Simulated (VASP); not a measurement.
Wanted: the native input for a VASP 6.6.1 run.

```yaml
Task: single point
Functional: LDA
Potentials_or_basis: VASP PAW LDA potentials, release 64 (K_sv, Cl)
Cutoff: 520 eV
k_mesh: 8 × 8 × 8
Occupations: gaussian, width 0.05 eV
Spin: no spin polarisation
Dipole_correction: no
Further_INCAR_settings: ALGO = Normal; EDIFF = 1e-06; NBANDS = 15
```

The structure of KCl lies in POSCAR:

```
KCl
1.0
    0.0000000000      3.4286189488      2.6743227801
    3.4286189488      0.0000000000      2.6743227801
    3.4286189488      3.4286189488      0.0000000000
K Cl
1 1
Direct
    0.0000000000      0.0000000000      0.0000000000
    0.5000000000      0.5000000000      0.5000000000
```

This cell differs from its parent crystal: ratio of the length along z to the lengths across it x 0.78, volume and fractional coordinates fixed.

One way to write it, as run:

INCAR

```
PREC     = Accurate       # precision mode
ENCUT    = 520            # plane-wave cutoff, eV
EDIFF    = 1E-6           # SCF threshold, eV
ISMEAR   = 0              # smearing method
SIGMA    = 0.05           # smearing width, eV
LREAL    = F              # projectors in reciprocal space
LASPH    = T              # aspherical terms in the spheres
NELM     = 100            # most SCF steps
ALGO     = Normal         # electronic algorithm
ISIF     = 2              # what is computed and relaxed
LWAVE    = F              # write WAVECAR
LCHARG   = T              # write CHGCAR
GGA      = CA             # functional
LELF     = T              # ELF
LVHAR    = T            
NBANDS   = 15             # bands
```

KPOINTS

```
Automatic mesh
0
Gamma
  8 8 8
```

Potentials or basis: VASP PAW LDA potentials, release 64 (K_sv, Cl).

Command:

```sh
$ cat potpaw_LDA.64/K_sv/POTCAR potpaw_LDA.64/Cl/POTCAR > POTCAR
$ mpirun -np 1 vasp_std > vasp.out
```

It gave:

* Pressure: 2.1 GPa
* Band gap on the k mesh: 4.15 eV, direct

Run time: 20 s on 1 thread of Intel(R) Xeon(R) Platinum 8488C (Sapphire Rapids), with other jobs on the host, peak memory 0.19 GiB.
